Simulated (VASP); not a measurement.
A run of VASP 6.6.1 is set up as follows.

INCAR

```
SYSTEM = RuS2
PREC = Accurate
ENCUT = 520
EDIFF = 1E-6
ISMEAR = 0
SIGMA = 0.05
LREAL = .False.
LASPH = .True.
NELM = 150
ALGO = Normal
ISIF = 2
LWAVE = .False.
LCHARG = .False.
ISPIN = 2
MAGMOM = 0.58 0 0
LORBIT = 11
LMAXMIX = 4
GGA = PE
NBANDS = 24
```

The input KPOINTS:

```
regular mesh
0
Gamma
  12 12 8
  0 0 0
```

POSCAR

```
RuS2
1.0
    3.4431900570      0.0000000000      0.0000000000
   -1.7215950285      2.9818900594      0.0000000000
    0.0000000000      0.0000000000      5.2415818255
Ru S
1 2
Direct
    0.0000000000      0.0000000000      0.0000000000
    0.3333333333      0.6666666667      0.2495299255
    0.6666666667      0.3333333333      0.7504700745
```

Potentials or basis: VASP PAW PBE potentials, release 64 (Ru_pv, S).

Run with:

```sh
$ cat potpaw_PBE.64/Ru_pv/POTCAR potpaw_PBE.64/S/POTCAR > POTCAR
$ mpirun -np 1 vasp_std > vasp.out
```

(1) What does it give for the largest force?

(2) Estimate the pressure.

(3) What does it give for the net moment?

Answers

(1) 0.010 eV/Å.

(2) -0.7 GPa.

(3) 0.89 μB per cell.

Caveat: an empty level that is flat over the whole mesh can mark a ghost state of the potentials, or a narrow d or f band.
